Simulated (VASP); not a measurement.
Here is a VASP 6.6.1 calculation.

File INCAR:

```
PREC     = Accurate       # precision mode
ENCUT    = 600            # plane-wave cutoff, eV
EDIFF    = 1E-6           # SCF threshold, eV
ISMEAR   = -1             # smearing method
SIGMA    = 0.05           # smearing width, eV
LREAL    = F              # projectors in reciprocal space
LASPH    = T              # aspherical terms in the spheres
NELM     = 200            # most SCF steps
ALGO     = Normal         # electronic algorithm
ISIF     = 2              # what is computed and relaxed
LWAVE    = F              # write WAVECAR
LCHARG   = F              # write CHGCAR
ISPIN    = 2              # spin polarisation
MAGMOM   = 1 1 0 0 0 0    # initial moments
LORBIT   = 11             # projections on sites
LMAXMIX  = 4              # l up to which the mixer works
GGA      = PE             # functional
NBANDS   = 34             # bands
GGA_COMPAT= F            
KPAR     = 4
```

The input KPOINTS:

```
Automatic mesh
0
Gamma
  10 10 15
```

Contents of POSCAR:

```
IrO2
1.0
    4.4381952490      0.0000000000      0.0000000000
    0.0000000000      4.4381952490      0.0000000000
    0.0000000000      0.0000000000      3.1034812743
Ir O
2 4
Direct
    0.0000000000      0.0000000000      0.0000000000
    0.5000000000      0.5000000000      0.5000000000
    0.3076938031      0.3076938031      0.0000000000
    0.1923061969      0.8076938031      0.5000000000
    0.6923061969      0.6923061969      0.0000000000
    0.8076938031      0.1923061969      0.5000000000
```

Potentials or basis: VASP PAW PBE potentials, release 64 (Ir, O).

Command:

```bash
$ cat potpaw_PBE.64/Ir/POTCAR potpaw_PBE.64/O/POTCAR > POTCAR
$ mpirun -np 4 vasp_std > vasp.out
```

Task: What does it give for the largest force?

Result: 0.027 eV/Å.

Task: Predict the pressure.

Result: 24.2 GPa.

Task: What does it give for the band gap on the k mesh?

Result: Zero (filled and empty bands overlap).

Forces on the atoms (eV/Å):
```
Ir   0.000  0.000  0.000
Ir   0.000  0.000  0.000
O   -0.019 -0.019  0.000
O    0.019 -0.019  0.000
O    0.019  0.019  0.000
O   -0.019  0.019  0.000
```

Caveat: the cell stands under pressure; spin-orbit coupling is left out, which moves the levels of the heavy elements.
